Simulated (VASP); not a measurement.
# NaF (R-3m) in VASP: further runs

The runs below take NaF through single point, with LDA.

Everything below comes from runs of VASP 6.6.1. Logs are shortened: lines on timing, memory, paths and dates and some standing lists are left out, and cuts for length are marked.

### 1 The cell of the first run

The structure is trigonal, space group R-3m (No. 166). Conventional cell: a = 3.366 Å, b = 3.366 Å, c = 7.668 Å, α = 90.00°, β = 90.00°, γ = 120.00°. Within 3.1 Å of Na (site symmetry -3m) lie 6 F at 2.33 Å. F (site symmetry -3m) has 6 Na at 2.33 Å within 3.1 Å.

### 2 Single point, LDA

Input file INCAR:

```
SYSTEM = NaF
PREC = Accurate ; ENCUT = 520
EDIFF = 1E-6 ; ISMEAR = 0
SIGMA = 0.05 ; LREAL = .FALSE.
LASPH = .TRUE. ; NELM = 100
ALGO = Normal ; ISIF = 2
LWAVE = .FALSE. ; LCHARG = .TRUE.
LELF = .TRUE. ; LVHAR = .TRUE.
NBANDS = 14
```

Input file KPOINTS:

```
regular mesh
0
G
  4 4 4
  0 0 0
```

Input file POSCAR:

```
NaF
1.0
   -0.1110753671      2.2691110705      2.2691110705
    2.2691110705     -0.1110753671      2.2691110705
    2.2691110705      2.2691110705     -0.1110753671
Na F
1 1
Direct
    0.0000000000      0.0000000000      0.0000000000
    0.5000000000      0.5000000000      0.5000000000
```

Potentials or basis: VASP PAW LDA potentials, release 64 (Na_pv, F).

Run with:

```console
$ cat potpaw_LDA.64/Na_pv/POTCAR potpaw_LDA.64/F/POTCAR > POTCAR
$ mpirun -np 1 vasp_std > vasp.out
```

OUTCAR:

```text
SYSTEM = NaF
   PREC = Accurate
   ENCUT = 520
   EDIFF = 1E-6
   ISMEAR = 0
   LREAL = .FALSE.
   LASPH = .TRUE.
   NELM = 100
   ISIF = 2

 ion  position               nearest neighbor table
   1  0.000  0.000  0.000-   2 2.33   2 2.33   2 2.33   2 2.33   2 2.33   2 2.33
   2  0.500  0.500  0.500-   1 2.33   1 2.33   1 2.33   1 2.33   1 2.33   1 2.33

  LATTYP: Found a trigonal (rhomboedric) cell.
 ALAT       =     3.2109294352
 COS(alpha) =     0.4505091948

  Lattice vectors:

 A1 = (  -0.1110753671,   2.2691110705,   2.2691110705)
 A2 = (   2.2691110705,  -0.1110753671,   2.2691110705)
 A3 = (   2.2691110705,   2.2691110705,  -0.1110753671)

Analysis of symmetry for initial positions (statically):
=====================================================================
 Subroutine PRICEL returns:
 Original cell was already a primitive cell.

 Routine SETGRP: Setting up the symmetry group for a
 trigonal (rhombohedral) supercell.

 Subroutine GETGRP returns: Found 12 space group operations
 (whereof 12 operations were pure point group operations)
 out of a pool of 12 trial point group operations.

The static configuration has the point symmetry D_3d.

Analysis of symmetry for dynamics (positions and initial velocities):
=====================================================================
 Subroutine PRICEL returns:
 Original cell was already a primitive cell.

 Routine SETGRP: Setting up the symmetry group for a
 trigonal (rhombohedral) supercell.

 Subroutine GETGRP returns: Found 12 space group operations
 (whereof 12 operations were pure point group operations)
 out of a pool of 12 trial point group operations.

The dynamic configuration has the point symmetry D_3d.

 Subroutine INISYM returns: Found 12 space group operations
 (whereof 12 operations are pure point group operations),
 and found     1 'primitive' translations

----------------------------------------------------------------------------------------

                                     Primitive cell

  volume of cell :      25.0811

  direct lattice vectors                    reciprocal lattice vectors
    -0.111075367  2.269111071  2.269111071    -0.204797065  0.215338091  0.215338091
     2.269111071 -0.111075367  2.269111071     0.215338091 -0.204797065  0.215338091
     2.269111071  2.269111071 -0.111075367     0.215338091  0.215338091 -0.204797065

  length of vectors
     3.210929435  3.210929435  3.210929435     0.366991586  0.366991586  0.366991586

  position of ions in fractional coordinates (direct lattice)
     0.000000000  0.000000000  0.000000000
     0.500000000  0.500000000  0.500000000

  ion indices of the primitive-cell ions
   primitive index   ion index
                 1           1
                 2           2

----------------------------------------------------------------------------------------

 KPOINTS: regular mesh

Automatic generation of k-mesh.
 Grid dimensions read from file:
 generate k-points for:    4    4    4

 Generating k-lattice:

  Cartesian coordinates                     Fractional coordinates (reciprocal lattice)
    -0.051199266  0.053834523  0.053834523     0.250000000 -0.000000000 -0.000000000
     0.053834523 -0.051199266  0.053834523    -0.000000000  0.250000000 -0.000000000
     0.053834523  0.053834523 -0.051199266    -0.000000000 -0.000000000  0.250000000

  Length of vectors
     0.091747897  0.091747897  0.091747897

  Shift w.r.t. Gamma in fractional coordinates (k-lattice)
     0.000000000  0.000000000  0.000000000

 Subroutine IBZKPT returns following result:
 ===========================================

 Found     13 irreducible k-points:

 Following reciprocal coordinates:
            Coordinates               Weight
  0.000000  0.000000  0.000000      1.000000
  0.250000  0.000000 -0.000000      6.000000
  0.500000  0.000000 -0.000000      3.000000
  0.250000  0.250000 -0.000000      6.000000
  0.500000  0.250000 -0.000000     12.000000
 -0.250000  0.250000  0.000000      6.000000
  0.500000  0.500000 -0.000000      3.000000
  0.250000  0.250000  0.250000      2.000000
  0.500000  0.250000  0.250000      6.000000
 -0.250000  0.250000  0.250000      6.000000
  0.500000  0.500000  0.250000      6.000000
 -0.250000  0.500000  0.250000      6.000000
  0.500000  0.500000  0.500000      1.000000
   k-points           NKPTS =     13   k-points in BZ     NKDIM =     13   number of bands    NBANDS=     14
   number of dos      NEDOS =    301   number of ions     NIONS =      2
   total plane-waves  NPLWV =  13824
   dimension x,y,z NGX =    24 NGY =   24 NGZ =   24
   dimension x,y,z NGXF=    48 NGYF=   48 NGZF=   48
   ions per type =               1   1
   NGX,Y,Z   is equivalent  to a cutoff of  12.43, 12.43, 12.43 a.u.
   NGXF,Y,Z  is equivalent  to a cutoff of  24.85, 24.85, 24.85 a.u.
 SYSTEM =  NaF
   PREC   = accura    normal or accurate (medium, high low for compatibility)
   ISTART =      0    job   : 0-new  1-cont  2-samecut
   ICHARG =      2    charge: 1-file 2-atom 10-const
   ISPIN  =      1    spin polarized calculation?
   LNONCOLLINEAR =      F non collinear calculations
   LSORBIT =      F    spin-orbit coupling
   LASPH  =      T    aspherical Exc in radial PAW
   ENCUT  =  520.0 eV  38.22 Ry    6.18 a.u.   5.97  5.97  5.97*2*pi/ulx,y,z
   NELM   =    100;   NELMIN=  2; NELMDL= -5     # of ELM steps
   EDIFF  = 0.1E-05   stopping-criterion for ELM
   LREAL  =      F    real-space projection
   EDIFFG = 0.1E-04   stopping-criterion for IOM
   NSW    =      0    number of steps for IOM
   IBRION =     -1    ionic relax: 0-MD 1-quasi-New 2-CG
   NFREE  =      0    steps in history (QN), initial steepest desc. (CG)
   ISIF   =      2    stress and relaxation
   ISYM   =      2    0-nonsym 1-usesym 2-fastsym
   POTIM  = 0.5000    time-step for ionic-motion
   TEBEG  =    0.0;   TEEND  =   0.0 temperature during run
   PSTRESS=    0.0 pullay stress
   NELECT =      14.0000    total number of electrons
   NUPDOWN=      -1.0000    fix difference up-down
   EMIN   =  10.00;   EMAX   =-10.00  energy-range for DOS
   EFERMI =   0.00;   METHOD = LEGACY
   ISMEAR =     0;   SIGMA  =   0.05  broadening in eV -4-tet -1-fermi 0-gaus
   EFERMI_NEDOS =   21; number of points for ismear=-14 and -15
   IALGO  =     38    algorithm
   IMIX   =      4    mixing-type and parameters
     AMIX     =   0.40;   BMIX     =  1.00
     AMIX_MAG =   1.60;   BMIX_MAG =  1.00
  volume/ion in A,a.u.               =      12.54        84.63
  Fermi-wavevector in a.u.,A,eV,Ry     =   1.347935  2.547227 24.720809  1.816928
  Thomas-Fermi vector in A             =   2.475645
   LORBIT       =      0    0 simple, 1 ext, 2 COOP (PROOUT), +10 PAW based schemes
   GGA     = CA    functional components
   LHFCALC =     F    Hartree Fock is set to
   AEXX    =    0.0000 exact exchange contribution
   IVDW    =     0    specifies the selected vdW correction
   LEPSILON=     F    determine dielectric tensor
   LRPA    =     F    only Hartree local field effects (RPA)
 non-spin polarized calculation
 Gauss-broadening in eV      SIGMA  =   0.05
  energy-cutoff  :      520.00
  volume of cell :       25.08
 maximum number of plane-waves:       688
   NGX = 11   NGY = 11   NGZ = 11

 number of electron      13.9999997 magnetization

 Free energy of the ion-electron system (eV)
  ---------------------------------------------------
  ext. energy  EPLUGINS =         0.00000000
  ---------------------------------------------------
  free energy    TOTEN  =        -9.28496324 eV

  energy without entropy =       -9.28496324  energy(sigma->0) =       -9.28496324

 E-fermi :  -2.1834     XC(G=0):  -9.9048

 val. band max:       -2.4096028467   @ k =   0.0000   0.0000   0.0000
 cond. band min:       3.3566903437   @ k =   0.0000   0.0000   0.0000
 fundamental gap:      5.7662931904
 Fermi energy:        -2.1834235113

 k-point     1 :       0.0000    0.0000    0.0000
  band No.  band energies     occupation
      1     -21.3545      2.00000
      2     -21.3472      2.00000
      3     -21.3472      2.00000
      4     -21.2791      2.00000
      5      -2.5873      2.00000
      6      -2.5873      2.00000
      7      -2.4096      2.00000
      8       3.3567      0.00000
      9      15.3647      0.00000
     10      15.3647      0.00000
     11      17.2234      0.00000
     12      18.6542      0.00000
     13      21.0123      0.00000
     14      21.0123      0.00000

 k-point     2 :       0.2500    0.0000   -0.0000
  band No.  band energies     occupation
      1     -21.8810      2.00000
      2     -21.3619      2.00000
      3     -21.3498      2.00000
      4     -20.6727      2.00000
      5      -3.4916      2.00000
      6      -2.7010      2.00000
      7      -2.5551      2.00000
      8       5.1844      0.00000
      9      11.9497      0.00000
     10      16.2184      0.00000
     11      17.6520      0.00000
     12      19.4267      0.00000
     13      20.1941      0.00000
     14      21.2534      0.00000

 k-point     3 :       0.5000    0.0000   -0.0000
  band No.  band energies     occupation
      1     -22.0982      2.00000
      2     -21.3699      2.00000
      3     -21.3525      2.00000
      4     -20.3805      2.00000
      5      -4.2010      2.00000
      6      -2.8120      2.00000
      7      -2.6750      2.00000
      8       7.7736      0.00000
      9       9.2822      0.00000
     10      16.8593      0.00000
     11      17.8389      0.00000
     12      19.1906      0.00000
     13      20.6755      0.00000
     14      20.7496      0.00000

 k-point     4 :       0.2500    0.2500   -0.0000
  band No.  band energies     occupation
      1     -21.7689      2.00000
      2     -21.3774      2.00000
      3     -21.3774      2.00000
      4     -20.7584      2.00000
      5      -3.4709      2.00000
      6      -2.8317      2.00000
      7      -2.6663      2.00000
      8       5.7901      0.00000
      9      11.9545      0.00000
     10      15.7578      0.00000
     11      16.0533      0.00000
     12      16.9698      0.00000
     13      22.5450      0.00000
     14      23.0948      0.00000

 k-point     5 :       0.5000    0.2500   -0.0000
  band No.  band energies     occupation
      1     -21.8582      2.00000
      2     -21.4174      2.00000
      3     -21.3779      2.00000
      4     -20.6044      2.00000
      5      -3.8463      2.00000
      6      -3.1425      2.00000
      7      -2.7758      2.00000
      8       8.4941      0.00000
      9       9.9864      0.00000
     10      13.6654      0.00000
     11      16.4494      0.00000
[... 89 lines left out ...]
 k-point    11 :       0.5000    0.5000    0.2500
  band No.  band energies     occupation
      1     -21.8337      2.00000
      2     -21.4028      2.00000
      3     -21.3876      2.00000
      4     -20.6317      2.00000
      5      -3.8023      2.00000
      6      -3.1074      2.00000
      7      -2.9841      2.00000
      8       8.5438      0.00000
      9      10.5224      0.00000
     10      13.2680      0.00000
     11      16.0945      0.00000
     12      17.0334      0.00000
     13      21.8671      0.00000
     14      24.0557      0.00000

 k-point    12 :      -0.2500    0.5000    0.2500
  band No.  band energies     occupation
      1     -21.6944      2.00000
      2     -21.4693      2.00000
      3     -21.4324      2.00000
      4     -20.6798      2.00000
      5      -3.4778      2.00000
      6      -3.3970      2.00000
      7      -3.1114      2.00000
      8      10.0779      0.00000
      9      10.2637      0.00000
     10      12.2632      0.00000
     11      13.8149      0.00000
     12      20.2778      0.00000
     13      20.4605      0.00000
     14      23.7341      0.00000

 k-point    13 :       0.5000    0.5000    0.5000
  band No.  band energies     occupation
      1     -22.0510      2.00000
      2     -21.3670      2.00000
      3     -21.3670      2.00000
      4     -20.4123      2.00000
      5      -4.1181      2.00000
      6      -2.9160      2.00000
      7      -2.9160      2.00000
      8       7.8408      0.00000
      9      10.0871      0.00000
     10      16.2579      0.00000
     11      16.2579      0.00000
     12      19.5316      0.00000
     13      19.5316      0.00000
     14      20.2433      0.00000

------------------------ aborting loop because EDIFF is reached ----------------------------------------

  FORCE on cell =-STRESS in cart. coord.  units (eV):
  Direction    XX          YY          ZZ          XY          YZ          ZX
  --------------------------------------------------------------------------------------
  -------------------------------------------------------------------------------------
  Total       -0.7496445     -0.7496445     -0.7496445      0.1887186      0.1887186      0.1887186
  in kB      -47.8872720    -47.8872720    -47.8872720     12.0553356     12.0553356     12.0553356
  external PRESSURE =     -47.8872720 kB  Pullay stress =       0.0000000 kB

 VOLUME and BASIS-vectors are now :
 -----------------------------------------------------------------------------
  energy-cutoff  :      520.00
  volume of cell :       25.08
      direct lattice vectors                 reciprocal lattice vectors
    -0.111075367  2.269111071  2.269111071    -0.204797065  0.215338091  0.215338091
     2.269111071 -0.111075367  2.269111071     0.215338091 -0.204797065  0.215338091
     2.269111071  2.269111071 -0.111075367     0.215338091  0.215338091 -0.204797065

 POSITION                                       TOTAL-FORCE (eV/Angst)
 -----------------------------------------------------------------------------------
      0.00000      0.00000      0.00000         0.000000     -0.000000     -0.000000
      2.21357      2.21357      2.21357        -0.000000      0.000000      0.000000
 -----------------------------------------------------------------------------------
    total drift:                                0.000000     -0.000000      0.000000

  FREE ENERGIE OF THE ION-ELECTRON SYSTEM (eV)
  ---------------------------------------------------
  free  energy   TOTEN  =        -9.2849632371 eV

  energy  without entropy=       -9.2849632371  energy(sigma->0) =       -9.28496324
```

Run time: 3.5 s. Hardware: 1 thread of Intel Xeon 6975P-C, shared host; peak memory 0.12 GiB.

Results:

```
Free energy            : -9.2850 eV
Pressure               : -4.8 GPa
Band gap on the k mesh : 5.77 eV, direct
```

Levels at points of the mesh, in eV from the valence-band top:
```
           k point  band 5  band 6  band 7  band 8  band 9  band 10
(0.00, 0.00, 0.00)   -0.18   -0.18    0.00    5.77   17.77    17.77
(0.50, 0.00, 0.00)   -1.79   -0.40   -0.27   10.18   11.69    19.27
(0.50, 0.50, 0.00)   -1.44   -0.64   -0.43   12.53   12.55    13.19
(0.50, 0.50, 0.50)   -1.71   -0.51   -0.51   10.25   12.50    18.67
```

Caveat: the k points lie up to 0.58 Å⁻¹ apart.

### 3 Single point, LDA

This run uses another cell than the first one, of the same volume but with other edges.

Input file INCAR:

```
SYSTEM = NaF
  PREC = Accurate
  ENCUT = 520
  EDIFF = 1E-6
  ISMEAR = 0
  SIGMA = 0.05
  LREAL = .FALSE.
  LASPH = .TRUE.
  NELM = 100
  ALGO = Normal
  ISIF = 2
  LWAVE = .FALSE.
  LCHARG = .FALSE.
  NBANDS = 14
```

KPOINTS is that of step 2.

Input file POSCAR:

```
NaF
1.0
    0.1207710295      2.3852278333      2.3852278333
    2.3852278333      0.1207710295      2.3852278333
    2.3852278333      2.3852278333      0.1207710295
Na F
1 1
Direct
    0.0000000000      0.0000000000      0.0000000000
    0.5000000000      0.5000000000      0.5000000000
```

Potentials or basis: VASP PAW LDA potentials, release 64 (Na_pv, F).

Run with:

```console
$ cat potpaw_LDA.64/Na_pv/POTCAR potpaw_LDA.64/F/POTCAR > POTCAR
$ mpirun -np 1 vasp_std > vasp.out
```

OUTCAR:

```text
SYSTEM = NaF
   PREC = Accurate
   ENCUT = 520
   EDIFF = 1E-6
   ISMEAR = 0
   LREAL = .FALSE.
   LASPH = .TRUE.
   NELM = 100
   ISIF = 2

 ion  position               nearest neighbor table
   1  0.000  0.000  0.000-   2 2.33   2 2.33   2 2.33   2 2.33   2 2.33   2 2.33
   2  0.500  0.500  0.500-   1 2.33   1 2.33   1 2.33   1 2.33   1 2.33   1 2.33

  LATTYP: Found a trigonal (rhomboedric) cell.
 ALAT       =     3.3753828339
 COS(alpha) =     0.5499279885

  Lattice vectors:

 A1 = (   0.1207710295,   2.3852278333,   2.3852278333)
 A2 = (   2.3852278333,   0.1207710295,   2.3852278333)
 A3 = (   2.3852278333,   2.3852278333,   0.1207710295)

Analysis of symmetry for initial positions (statically):
=====================================================================
 Subroutine PRICEL returns:
 Original cell was already a primitive cell.

 Routine SETGRP: Setting up the symmetry group for a
 trigonal (rhombohedral) supercell.

 Subroutine GETGRP returns: Found 12 space group operations
 (whereof 12 operations were pure point group operations)
 out of a pool of 12 trial point group operations.

The static configuration has the point symmetry D_3d.

[... 162 lines left out ...]
      5      -2.6775      2.00000
      6      -2.4453      2.00000
      7      -2.4453      2.00000
      8       3.3511      0.00000
      9      14.8001      0.00000
     10      16.5831      0.00000
     11      16.5831      0.00000
     12      18.5813      0.00000
     13      21.0198      0.00000
     14      21.0198      0.00000
[... 190 lines left out ...]
      1     -22.1215      2.00000
      2     -21.3650      2.00000
      3     -21.3650      2.00000
      4     -20.3618      2.00000
      5      -4.2389      2.00000
      6      -2.6447      2.00000
      7      -2.6447      2.00000
      8       7.7876      0.00000
      9       8.8337      0.00000
     10      17.8998      0.00000
     11      17.8998      0.00000
     12      20.0842      0.00000
     13      20.0842      0.00000
     14      21.0909      0.00000

------------------------ aborting loop because EDIFF is reached ----------------------------------------

  FORCE on cell =-STRESS in cart. coord.  units (eV):
  Direction    XX          YY          ZZ          XY          YZ          ZX
  --------------------------------------------------------------------------------------
  -------------------------------------------------------------------------------------
  Total       -0.7508320     -0.7508320     -0.7508320     -0.2624029     -0.2624029     -0.2624029
  in kB      -47.9631276    -47.9631276    -47.9631276    -16.7622867    -16.7622867    -16.7622867
  external PRESSURE =     -47.9631276 kB  Pullay stress =       0.0000000 kB

 VOLUME and BASIS-vectors are now :
 -----------------------------------------------------------------------------
  energy-cutoff  :      520.00
  volume of cell :       25.08
      direct lattice vectors                 reciprocal lattice vectors
     0.120771030  2.385227833  2.385227833    -0.226255444  0.215351567  0.215351567
     2.385227833  0.120771030  2.385227833     0.215351567 -0.226255444  0.215351567
     2.385227833  2.385227833  0.120771030     0.215351567  0.215351567 -0.226255444

 POSITION                                       TOTAL-FORCE (eV/Angst)
 -----------------------------------------------------------------------------------
      0.00000      0.00000      0.00000        -0.000000      0.000000     -0.000000
      2.44561      2.44561      2.44561         0.000000     -0.000000      0.000000
 -----------------------------------------------------------------------------------
    total drift:                                0.000000      0.000000      0.000000

  FREE ENERGIE OF THE ION-ELECTRON SYSTEM (eV)
  ---------------------------------------------------
  free  energy   TOTEN  =        -9.2799190196 eV

  energy  without entropy=       -9.2799190196  energy(sigma->0) =       -9.27991902
```

It took 5.2 s on 1 thread of Intel Xeon 6975P-C, shared host; peak memory 0.13 GiB.

What came out:

```
Free energy            : -9.2799 eV
Pressure               : -4.8 GPa
Band gap on the k mesh : 5.80 eV, direct
```

Stress tensor (GPa, compression positive):
```
-4.80 -1.68 -1.68
-1.68 -4.80 -1.68
-1.68 -1.68 -4.80
```

Caveat: the k points lie up to 0.60 Å⁻¹ apart.
